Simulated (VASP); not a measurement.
The system is CsI.

```
CELL_PARAMETERS angstrom
4.56670 0.00000 0.00000
0.00000 4.56670 0.00000
0.00000 0.00000 4.56670
ATOMIC_POSITIONS crystal
Cs 0.00000 0.00000 0.00000
I 0.50000 0.50000 0.50000
```

- Program: VASP 6.6.1
- Task: relaxation of cell and atoms
- Functional: PBEsol
- Potentials or basis: VASP PAW PBE potentials, release 64 (Cs_sv, I)
- Cutoff: 500 eV
- k mesh: 10 × 10 × 10
- Occupations: fermi-dirac, width 0.1 eV
- Spin: no spin polarisation

At the start: pressure -0.4 GPa; volume 47.62 Å³/atom.

Task: Where does the relaxation end?

Result: Over 4 steps the energy falls by 2.3 meV/atom and the volume is 45.95 Å³/atom (-3.5 %); space group Pm-3m (No. 221, to 0.1 Å) before and after.

The path:
| step | energy change (eV) | largest force (eV/Å) | pressure (GPa) | volume (Å³) |
| --- | --- | --- | --- | --- |
| 1 | 0.0000 | 0.0000 | -0.42 | 95.24 |
| 2 | -0.0034 | 0.0000 | -0.22 | 93.54 |
| 3 | -0.0045 | 0.0000 | -0.02 | 92.07 |
| 4 | -0.0045 | 0.0000 | 0.00 | 91.90 |

Final structure:
```xyz
2
Lattice="4.5127 0.0000 0.0000 0.0000 4.5127 0.0000 0.0000 0.0000 4.5127" Properties=species:S:1:pos:R:3 pbc="T T T"
Cs    0.0000    0.0000    0.0000
I     2.2564    2.2564    2.2564
```

Caveat: the PAW data sets were made with another functional, which shifts forces and pressure a little.
